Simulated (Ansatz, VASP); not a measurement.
**WS2 in VASP and in Ansatz**

```
W S
1.0
     3.15720   -5.46844    0.00000
     6.31441    0.00000    0.00000
     3.15720   -1.82281    6.03931
W S
4 8
Direct
  0.50066 0.00066 0.99803
  0.00066 0.00066 0.99803
  0.50066 0.50066 0.99803
  0.00066 0.50066 0.99803
  0.77249 0.22264 0.23238
  0.24722 0.24722 0.25833
  0.74722 0.74722 0.25833
  0.24722 0.74722 0.25833
  0.92082 0.42082 0.73753
  0.42082 0.42082 0.73753
  0.92082 0.92082 0.73753
  0.42082 0.92082 0.73753
```

Alike in both runs: task single point; functional PBE; dispersion D3(BJ); k mesh 6 × 6 × 6; occupations gaussian, width 0.05 eV; no spin polarisation.

|  | VASP | Ansatz |
| --- | --- | --- |
| version | VASP 6.6.1 | Ansatz 0.2.0 |
| potentials or method | VASP PAW PBE potentials, release 64 (W_sv, S), cutoff 520 eV | scalar-relativistic, plane waves, PAW |
| valence electrons in the cell | 104 | 104 |

VASP gave:

| Quantity | Value |
| --- | --- |
| gap on the k mesh at the Fermi level (eV) | 0.89 |
| least direct gap on the mesh (eV) | 1.71 |
| pressure (GPa) | 2.9 |
| traceless stress, the component that is largest in VASP (GPa) | 2.87 |
| rms of the force components (eV/Å) | 1.084 |

Question: What did Ansatz give for the same quantities?

Answer: gap on the k mesh at the Fermi level (eV): 0.87; least direct gap on the mesh (eV): 1.71; pressure (GPa): 3.0; traceless stress, the component that is largest in VASP (GPa): 2.88; rms of the force components (eV/Å): 1.087.

Atom by atom the forces differ by 0.004 eV/Å (rms over components).

Spin-orbit coupling is off throughout.
